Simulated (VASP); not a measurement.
A run of VASP 6.6.1:

File INCAR:

```
SYSTEM = SrO
PREC     = Accurate       ! precision mode
ENCUT    = 520            ! plane-wave cutoff, eV
EDIFF    = 1E-6           ! SCF threshold, eV
ISMEAR   = -1             ! smearing method
SIGMA    = 0.05           ! smearing width, eV
LREAL    = .False.        ! projectors in reciprocal space
LASPH    = .True.         ! aspherical terms in the spheres
NELM     = 60             ! most SCF steps
ALGO     = Normal         ! electronic algorithm
ISIF     = 2              ! what is computed and relaxed
LWAVE    = .False.        ! write WAVECAR
LCHARG   = .True.         ! write CHGCAR
LELF     = .True.         ! ELF
LVHAR    = .True.       
NBANDS   = 15             ! bands
```

File KPOINTS:

```
regular mesh
0
Gamma
  9 9 9
  0 0 0
```

File POSCAR:

```
SrO
1.0
    0.0000000000      2.6166323862      2.6166323862
    2.6166323862      0.0000000000      2.6166323862
    2.6166323862      2.6166323862      0.0000000000
Sr O
1 1
Direct
    0.5000000000      0.5000000000      0.5000000000
    0.0000000000      0.0000000000      0.0000000000
```

Potentials or basis: VASP PAW LDA potentials, release 64 (Sr_sv, O).

Command:

```bash
$ cat potpaw_LDA.64/Sr_sv/POTCAR potpaw_LDA.64/O/POTCAR > POTCAR
$ mpirun -np 1 vasp_std > vasp.out
```

Hardware: 1 thread of Intel(R) Xeon(R) Platinum 8375C CPU @ 2.90GHz (Ice Lake), with other jobs on the host.

Question: Estimate the wall time of this run.

Answer: Run time: 18 s on 1 thread of Intel(R) Xeon(R) Platinum 8375C CPU @ 2.90GHz (Ice Lake) (shared host), peak memory 0.14 GiB. Counts: scf iterations 13, k points 35.
